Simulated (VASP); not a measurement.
# Yb (Fm-3m) in VASP: further runs

Yb is run at these levels: LDA; tasks: single point, relaxation of volume and atoms at fixed shape.

All numbers are computed with VASP 6.6.1; they aren't measurements. Logs are shortened: lines on timing, memory, paths and dates and some standing lists are left out, and cuts for length are marked.

## (1) The cell of the first run

Symmetry: Fm-3m, No. 225, cubic system. The conventional cell has a = 4.926 Å, b = 4.926 Å, c = 4.926 Å, α = 90.00°, β = 90.00°, γ = 90.00°. Yb (site symmetry m-3m) has 12 Yb at 3.48 Å within 4.6 Å.

## (2) Single point, LDA

Input file INCAR:

```
  PREC = Accurate
  ENCUT = 600
  EDIFF = 1E-6
  ISMEAR = -1
  SIGMA = 0.05
  LREAL = F
  LASPH = T
  NELM = 200
  ALGO = Normal
  ISIF = 2
  LWAVE = F
  LCHARG = F
  GGA = CA
  NBANDS = 18
  GGA_COMPAT = F
  LMAXMIX = 6
```

Input file KPOINTS:

```
Automatic mesh
0
Gamma
  8 8 8
```

Input file POSCAR:

```
Yb
1.0
    3.4831176930      0.0000000000      0.0000000000
    1.7415588465      3.0164684065      0.0000000000
    1.7415588465      1.0054894688      2.8439536873
Yb
1
Direct
    0.0000000000      0.0000000000      0.0000000000
```

Potentials or basis: VASP PAW PBE potentials, release 64 (Yb).

Launch:

```sh
$ cat potpaw_PBE.64/Yb/POTCAR > POTCAR
$ mpirun -np 1 vasp_std > vasp.out
```

OUTCAR:

```text
PREC = Accurate
   ENCUT = 600
   EDIFF = 1E-6
   ISMEAR = -1
   LREAL = F
   LASPH = T
   NELM = 200
   ISIF = 2
   GGA = CA

 ion  position               nearest neighbor table
   1  0.000  0.000  0.000-

  LATTYP: Found a face centered cubic cell.
 ALAT       =     4.9258722808

  Lattice vectors:

 A1 = (   3.4831176930,   0.0000000000,   0.0000000000)
 A2 = (   1.7415588465,   3.0164684065,   0.0000000000)
 A3 = (   1.7415588465,   1.0054894688,   2.8439536873)

Analysis of symmetry for initial positions (statically):
=====================================================================
 Subroutine PRICEL returns:
 Original cell was already a primitive cell.

 Routine SETGRP: Setting up the symmetry group for a
 face centered cubic supercell.

 Subroutine GETGRP returns: Found 48 space group operations
 (whereof 48 operations were pure point group operations)
 out of a pool of 48 trial point group operations.

The static configuration has the point symmetry O_h .

Analysis of symmetry for dynamics (positions and initial velocities):
=====================================================================
 Subroutine PRICEL returns:
 Original cell was already a primitive cell.

 Routine SETGRP: Setting up the symmetry group for a
 face centered cubic supercell.

 Subroutine GETGRP returns: Found 48 space group operations
 (whereof 48 operations were pure point group operations)
 out of a pool of 48 trial point group operations.

The dynamic configuration has the point symmetry O_h .

 Subroutine INISYM returns: Found 48 space group operations
 (whereof 48 operations are pure point group operations),
 and found     1 'primitive' translations

----------------------------------------------------------------------------------------

                                     Primitive cell

  volume of cell :      29.8806

  direct lattice vectors                    reciprocal lattice vectors
     3.483117693  0.000000000  0.000000000     0.287099113 -0.165756750 -0.117207722
     1.741558847  3.016468407  0.000000000     0.000000000  0.331513500 -0.117207722
     1.741558847  1.005489469  2.843953687     0.000000000  0.000000000  0.351623166

  length of vectors
     3.483117693  3.483117693  3.483117693     0.351623166  0.351623166  0.351623166

  position of ions in fractional coordinates (direct lattice)
     0.000000000  0.000000000  0.000000000

  ion indices of the primitive-cell ions
   primitive index   ion index
                 1           1

----------------------------------------------------------------------------------------

 KPOINTS: Automatic mesh

Automatic generation of k-mesh.
 Grid dimensions read from file:
 generate k-points for:    8    8    8

 Generating k-lattice:

  Cartesian coordinates                     Fractional coordinates (reciprocal lattice)
     0.035887389 -0.020719594 -0.014650965     0.125000000  0.000000000  0.000000000
     0.000000000  0.041439188 -0.014650965     0.000000000  0.125000000  0.000000000
     0.000000000  0.000000000  0.043952896     0.000000000  0.000000000  0.125000000

  Length of vectors
     0.043952896  0.043952896  0.043952896

  Shift w.r.t. Gamma in fractional coordinates (k-lattice)
     0.000000000  0.000000000  0.000000000

 Subroutine IBZKPT returns following result:
 ===========================================

 Found     29 irreducible k-points:

 Following reciprocal coordinates:
            Coordinates               Weight
  0.000000  0.000000  0.000000      1.000000
  0.125000  0.000000  0.000000      8.000000
  0.250000  0.000000  0.000000      8.000000
  0.375000 -0.000000 -0.000000      8.000000
  0.500000  0.000000  0.000000      4.000000
  0.125000  0.125000  0.000000      6.000000
[... 16 lines left out ...]
  0.500000  0.250000  0.125000     48.000000
 -0.375000  0.250000  0.125000     24.000000
 [... further k-points ...]
   k-points           NKPTS =     29   k-points in BZ     NKDIM =     29   number of bands    NBANDS=     18
   number of dos      NEDOS =    301   number of ions     NIONS =      1
   total plane-waves  NPLWV =  21952
   dimension x,y,z NGX =    28 NGY =   28 NGZ =   28
   dimension x,y,z NGXF=    56 NGYF=   56 NGZF=   56
   ions per type =               1
   NGX,Y,Z   is equivalent  to a cutoff of  13.36, 13.36, 13.36 a.u.
   NGXF,Y,Z  is equivalent  to a cutoff of  26.73, 26.73, 26.73 a.u.
 SYSTEM =  unknown system
   PREC   = accura    normal or accurate (medium, high low for compatibility)
   ISTART =      0    job   : 0-new  1-cont  2-samecut
   ICHARG =      2    charge: 1-file 2-atom 10-const
   ISPIN  =      1    spin polarized calculation?
   LNONCOLLINEAR =      F non collinear calculations
   LSORBIT =      F    spin-orbit coupling
   LASPH  =      T    aspherical Exc in radial PAW
   ENCUT  =  600.0 eV  44.10 Ry    6.64 a.u.   6.96  6.96  6.96*2*pi/ulx,y,z
   NELM   =    200;   NELMIN=  2; NELMDL= -5     # of ELM steps
   EDIFF  = 0.1E-05   stopping-criterion for ELM
   LREAL  =      F    real-space projection
   EDIFFG = 0.1E-04   stopping-criterion for IOM
   NSW    =      0    number of steps for IOM
   IBRION =     -1    ionic relax: 0-MD 1-quasi-New 2-CG
   NFREE  =      0    steps in history (QN), initial steepest desc. (CG)
   ISIF   =      2    stress and relaxation
   ISYM   =      2    0-nonsym 1-usesym 2-fastsym
   POTIM  = 0.5000    time-step for ionic-motion
   TEBEG  =    0.0;   TEEND  =   0.0 temperature during run
   PSTRESS=    0.0 pullay stress
   NELECT =      24.0000    total number of electrons
   NUPDOWN=      -1.0000    fix difference up-down
   EMIN   =  10.00;   EMAX   =-10.00  energy-range for DOS
   EFERMI =   0.00;   METHOD = LEGACY
   ISMEAR =    -1;   SIGMA  =   0.05  broadening in eV -4-tet -1-fermi 0-gaus
   EFERMI_NEDOS =   21; number of points for ismear=-14 and -15
   IALGO  =     38    algorithm
   IMIX   =      4    mixing-type and parameters
     AMIX     =   0.40;   BMIX     =  1.00
     AMIX_MAG =   1.60;   BMIX_MAG =  1.00
  volume/ion in A,a.u.               =      29.88       201.64
  Fermi-wavevector in a.u.,A,eV,Ry     =   1.521769  2.875727 31.508116  2.315781
  Thomas-Fermi vector in A             =   2.630439
   LORBIT       =      0    0 simple, 1 ext, 2 COOP (PROOUT), +10 PAW based schemes
   GGA     = CA    functional components
   LHFCALC =     F    Hartree Fock is set to
   AEXX    =    0.0000 exact exchange contribution
   IVDW    =     0    specifies the selected vdW correction
   LEPSILON=     F    determine dielectric tensor
   LRPA    =     F    only Hartree local field effects (RPA)
 non-spin polarized calculation
  energy-cutoff  :      600.00
  volume of cell :       29.88
 maximum number of plane-waves:      1012
   NGX = 13   NGY = 13   NGZ = 13

 number of electron      24.0000002 magnetization

 Free energy of the ion-electron system (eV)
  ---------------------------------------------------
  ext. energy  EPLUGINS =         0.00000000
  ---------------------------------------------------
  free energy    TOTEN  =        -4.18826493 eV

  energy without entropy =       -4.17502040  energy(sigma->0) =       -4.18164267

 E-fermi :   1.8273     XC(G=0): -10.6311

 val. band max:        1.8132689082   @ k =  -0.2500   0.5000   0.2500
 cond. band min:       1.8792715516   @ k =   0.5000   0.3750   0.0000
 fundamental gap:      0.0660026434
 Fermi energy:         1.8272596258

 k-point     1 :       0.0000    0.0000    0.0000
  band No.  band energies     occupation
      1     -49.4323      2.00000
      2     -21.6505      2.00000
      3     -21.6505      2.00000
      4     -21.6505      2.00000
      5      -3.6295      2.00000
      6       1.2550      1.99998
[... 10 lines left out ...]
     17       7.3559      0.00000
     18      12.3688      0.00000

 k-point     2 :       0.1250    0.0000    0.0000
  band No.  band energies     occupation
      1     -49.4264      2.00000
      2     -21.7492      2.00000
      3     -21.6629      2.00000
      4     -21.6629      2.00000
      5      -3.1913      2.00000
      6       1.2581      1.99998
[... 10 lines left out ...]
     17       7.1320      0.00000
     18      13.2326      0.00000

 k-point     3 :       0.2500    0.0000    0.0000
  band No.  band energies     occupation
      1     -49.4120      2.00000
      2     -21.9792      2.00000
      3     -21.6927      2.00000
      4     -21.6927      2.00000
      5      -2.0432      2.00000
      6       1.2771      1.99997
[... 10 lines left out ...]
     17       7.3091      0.00000
     18      12.1524      0.00000

 k-point     4 :       0.3750   -0.0000   -0.0000
  band No.  band energies     occupation
      1     -49.3977      2.00000
      2     -22.1986      2.00000
      3     -21.7221      2.00000
      4     -21.7221      2.00000
      5      -0.7426      2.00000
      6       1.3094      1.99994
[... 10 lines left out ...]
     17       8.4625      0.00000
     18      11.1497      0.00000

 k-point     5 :       0.5000    0.0000    0.0000
  band No.  band energies     occupation
      1     -49.3917      2.00000
      2     -22.2867      2.00000
      3     -21.7343      2.00000
      4     -21.7343      2.00000
      5      -0.1790      2.00000
      6       1.2994      1.99995
[... 10 lines left out ...]
     17       9.2697      0.00000
     18      11.0601      0.00000

 k-point     6 :       0.1250    0.1250    0.0000
  band No.  band energies     occupation
      1     -49.4244      2.00000
      2     -21.7470      2.00000
      3     -21.6843      2.00000
      4     -21.6843      2.00000
      5      -3.0455      2.00000
      6       1.2585      1.99998
[... 307 lines left out ...]
 k-point    21 :       0.5000    0.5000    0.0000
  band No.  band energies     occupation
      1     -49.3784      2.00000
      2     -22.2456      2.00000
      3     -21.8778      2.00000
      4     -21.8778      2.00000
      5       0.3150      2.00000
      6       1.4108      1.99952
[... 10 lines left out ...]
     17       9.8530      0.00000
     18      10.7007      0.00000

 k-point    22 :       0.3750    0.2500    0.1250
  band No.  band energies     occupation
      1     -49.4014      2.00000
      2     -22.0333      2.00000
      3     -21.8101      2.00000
      4     -21.7318      2.00000
      5      -1.0835      2.00000
      6       1.2927      1.99995
[... 10 lines left out ...]
     17       8.7895      0.00000
     18      13.2834      0.00000

 k-point    23 :       0.5000    0.2500    0.1250
  band No.  band energies     occupation
      1     -49.3898      2.00000
      2     -22.1498      2.00000
      3     -21.8804      2.00000
      4     -21.7678      2.00000
      5       0.2163      2.00000
      6       1.3186      1.99992
[... 10 lines left out ...]
     17       9.7879      0.00000
     18      11.2463      0.00000

 k-point    24 :      -0.3750    0.2500    0.1250
  band No.  band energies     occupation
      1     -49.3850      2.00000
      2     -22.1991      2.00000
      3     -21.9025      2.00000
      4     -21.7874      2.00000
      5       0.8754      2.00000
      6       1.2915      1.99996
[... 10 lines left out ...]
     17       9.9775      0.00000
     18      10.1794      0.00000

 [... further k-points ...]

------------------------ aborting loop because EDIFF is reached ----------------------------------------

  FORCE on cell =-STRESS in cart. coord.  units (eV):
  Direction    XX          YY          ZZ          XY          YZ          ZX
  --------------------------------------------------------------------------------------
  -------------------------------------------------------------------------------------
  Total       -0.0750646     -0.0750646     -0.0750646      0.0000000      0.0000000      0.0000000
  in kB       -4.0249126     -4.0249126     -4.0249126      0.0000000      0.0000000      0.0000000
  external PRESSURE =      -4.0249126 kB  Pullay stress =       0.0000000 kB

 VOLUME and BASIS-vectors are now :
 -----------------------------------------------------------------------------
  energy-cutoff  :      600.00
  volume of cell :       29.88
      direct lattice vectors                 reciprocal lattice vectors
     3.483117693  0.000000000  0.000000000     0.287099113 -0.165756750 -0.117207722
     1.741558847  3.016468407  0.000000000     0.000000000  0.331513500 -0.117207722
     1.741558847  1.005489469  2.843953687     0.000000000  0.000000000  0.351623166

 POSITION                                       TOTAL-FORCE (eV/Angst)
 -----------------------------------------------------------------------------------
      0.00000      0.00000      0.00000         0.000000     -0.000000      0.000000
 -----------------------------------------------------------------------------------
    total drift:                               -0.000000     -0.000000     -0.000000

  FREE ENERGIE OF THE ION-ELECTRON SYSTEM (eV)
  ---------------------------------------------------
  free  energy   TOTEN  =        -4.1882649329 eV

  energy  without entropy=       -4.1750204040  energy(sigma->0) =       -4.18164267
```

Wall time 36 s (1 thread of Intel Xeon 8259CL, shared host); peak memory 0.16 GiB.

Results:

| Item | Value |
| --- | --- |
| Free energy | -4.1883 eV |
| Pressure | -0.4 GPa |
| Band gap on the k mesh | zero (bands 12 and 13 overlap by 0.21 eV) |

Caveat: the PAW data sets were made with another functional, which shifts forces and pressure a little; spin-orbit coupling is left out, which moves the levels of the heavy elements. Spin polarisation is off, so any magnetic state and its effect on volume and gap are missing.

[end of part 1 of 2]

The gap in the log of VASP goes by the Fermi energy; the results here count the filled bands.